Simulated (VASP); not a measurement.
**SiW6: single point with PBE+D3(BJ)**

System: SiW6, a slab with vacuum.

```
W Si
1.0
     4.46825    0.00000    0.00000
    -2.23413    3.86962    0.00000
     0.00000    0.00000   21.72591
W Si
6 1
Direct
  0.66667 0.33333 0.18411
  0.33333 0.66667 0.22609
  0.00000 0.00000 0.26807
  0.66667 0.33333 0.30709
  0.33333 0.66667 0.34670
  0.00000 0.00000 0.38322
  0.33333 0.66667 0.51210
```

```yaml
Program: VASP 6.6.1
Task: single point
Functional: PBE
Dispersion: D3(BJ)
Potentials_or_basis: VASP PAW PBE potentials, release 64 (W_sv, Si)
Cutoff: 520 eV
k_mesh: 6 × 6 × 1
Occupations: gaussian, width 0.1 eV
Spin: no spin polarisation
Dipole_correction: yes
Further_INCAR_settings: ALGO = Normal; EDIFF = 1e-07; NBANDS = 53
```

```json
{"Largest force": "2.102 eV/Å", "Band gap on the k mesh": "zero (bands 44 and 45 overlap by 0.43 eV)", "Dispersion energy per atom": "-0.406 eV"}
```

Forces on the atoms (eV/Å):
```
W    0.000  0.000  2.102
W    0.000  0.000 -0.914
W    0.000  0.000 -1.547
W    0.000  0.000 -0.401
W    0.000  0.000  1.083
W    0.000  0.000  1.548
Si   0.000  0.000 -1.873
```

Levels at points of the mesh, in eV from the Fermi level:
```tsv
k point	band 40	band 41	band 42	band 43	band 44	band 45	band 46	band 47	band 48	band 49
(0.00, 0.00, 0.00)	-1.22	-1.06	-1.06	-0.92	-0.45	1.06	1.35	1.35	1.65	1.65
(0.50, 0.00, 0.00)	-1.34	-0.97	-0.65	-0.35	0.09	0.16	0.28	0.83	1.20	1.40
```

Wall time 14 min on 1 thread of Intel Xeon 8259CL, on a shared host, peak memory 0.48 GiB.

Caveat: spin-orbit coupling is left out, which moves the levels of the heavy elements.
